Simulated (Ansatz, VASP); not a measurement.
**One calculation of Ti, two programs**

The input INCAR:

```
SYSTEM = Ti
  PREC = Accurate
  ENCUT = 520
  EDIFF = 1E-7
  ISMEAR = 0
  SIGMA = 0.15
  LREAL = .FALSE.
  LASPH = .TRUE.
  NELM = 80
  ALGO = Normal
  ISIF = 2
  LWAVE = .FALSE.
  LCHARG = .FALSE.
  GGA = PE
  NBANDS = 12
```

KPOINTS

```
regular mesh
0
G
  18 18 18
  0 0 0
```

The input POSCAR:

```
Ti
1.0
    0.0000000000      1.9598498616      2.0558584513
    1.9598498616      0.0000000000      2.0558584513
    1.9598498616      1.9598498616      0.0000000000
Ti
1
Direct
    0.0000000000      0.0000000000      0.0000000000
```

Input for Ansatz:

```yaml
crystal:
  lattice:
    - [0.0, 1.9598498616, 2.0558584513]
    - [1.9598498616, 0.0, 2.0558584513]
    - [1.9598498616, 1.9598498616, 0.0]
  atoms:
    - { symbol: Ti, position: [0.0, 0.0, 0.0] }
basis:
  ecutwfc: 520.0
kpoints:
  mp_grid: { grid: [18, 18, 18] }
hamiltonian:
  xc: pbe
  pseudopotentials: { kind: paw, azcp: { folder: soft_1 } }
scf:
  occupations: { method: gaussian, width: 0.15 }
output:
  forces: true
  stress: true
  eigenvalues: true
```

Change from the starting cell: normal strain along x -0.0467, normal strain along y -0.0467.

Alike in both runs: task single point; functional PBE; k mesh 18 × 18 × 18; occupations gaussian, width 0.15 eV; no spin polarisation.

|  | VASP | Ansatz |
| --- | --- | --- |
| version | VASP 6.6.1 | Ansatz 0.2.0 |
| potentials or method | VASP PAW PBE potentials, release 64 (Ti_sv), cutoff 520 eV | scalar-relativistic, plane waves, PAW |
| valence electrons in the cell | 12 | 12 |

```csv
,VASP,Ansatz,Ansatz less VASP
gap on the k mesh at the Fermi level (eV),none,none,-
pressure (GPa),11.7,12.1,+0.41
"traceless stress, the component that is largest in VASP (GPa)",-1.09,-1.06,+0.029
```

A gap of «none» marks a metal or a gap that the smearing closes.
